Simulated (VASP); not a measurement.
A run of VASP 6.6.1 is set up as follows.

INCAR

```
SYSTEM = Rh
PREC = Accurate
ENCUT = 520
EDIFF = 1E-6
ISMEAR = 0
SIGMA = 0.15
LREAL = .False.
LASPH = .True.
NELM = 80
ALGO = Fast
ISIF = 2
LWAVE = .False.
LCHARG = .False.
GGA = PE
NBANDS = 22
```

The input KPOINTS:

```
regular mesh
0
Gamma
  18 18 10
  0 0 0
```

Contents of POSCAR:

```
Rh
1.0
    2.7794000000      0.0000000000      0.0000000000
   -1.3897000000      2.4070310073      0.0000000000
    0.0000000000      0.0000000000      4.3851186776
Rh
2
Direct
    0.6666666667      0.3333333333      0.7500000000
    0.3333333333      0.6666666667      0.2500000000
```

Potentials or basis: VASP PAW PBE potentials, release 64 (Rh_pv).

Launch:

```console
$ cat potpaw_PBE.64/Rh_pv/POTCAR > POTCAR
$ mpirun -np 1 vasp_std > vasp.out
```

(1) What does it give for the band gap on the k mesh?

(2) What does it give for the pressure?

Results:

(1) zero (bands 15 and 16 overlap by 2.15 eV).

(2) -8.8 GPa.

Caveat: the cell stands under tension.
